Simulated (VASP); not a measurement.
# Mo: single point with PBEsol

Mo:

```
Mo
1.0
    -1.69668    1.69668    1.50816
     1.69668   -1.69668    1.50816
     1.69668    1.69668   -1.50816
Mo
1
Direct
  0.00000 0.00000 0.00000
```

This cell differs from its parent crystal: strain +0.080 along x and y, -0.040 along z.

```yaml
Program: VASP 6.6.1
Task: single point
Functional: PBEsol
Potentials_or_basis: VASP PAW PBE potentials, release 64 (Mo_sv)
Cutoff: 520 eV
k_mesh: 22 × 22 × 22
Occupations: gaussian, width 0.15 eV
Spin: no spin polarisation
```

```json
{
 "Pressure": "-24.8 GPa",
 "Band gap on the k mesh": "zero (band 7 reaches 14.22 eV, above the bottom of band 8 at 9.68 eV)"
}
```

Stress tensor (GPa, compression positive):
```
-33.21   0.00   0.00
  0.00 -33.21   0.00
  0.00   0.00  -8.11
```

Levels at points of the mesh, in eV from the Fermi level:
```csv
k point,band 5,band 6,band 7,band 8,band 9,band 10
"(0.00, 0.00, 0.00)",-6.85,-1.86,-0.58,-0.58,0.60,2.15
"(0.50, 0.00, 0.00)",-4.71,-3.25,1.39,1.68,2.92,4.08
"(0.50, 0.50, 0.00)",-4.64,-1.92,0.46,0.79,1.57,3.99
"(0.50, 0.50, 0.50)",-4.77,-4.53,3.42,3.42,3.75,7.32
```

Run time: 3.5 min on 1 thread of AMD EPYC 9R45 (Zen 5) (shared host), peak memory 0.25 GiB.

Caveat: the cell differs from its parent crystal (strain +0.080 along x and y, -0.040 along z); the PAW data sets were made with another functional, which shifts forces and pressure a little.
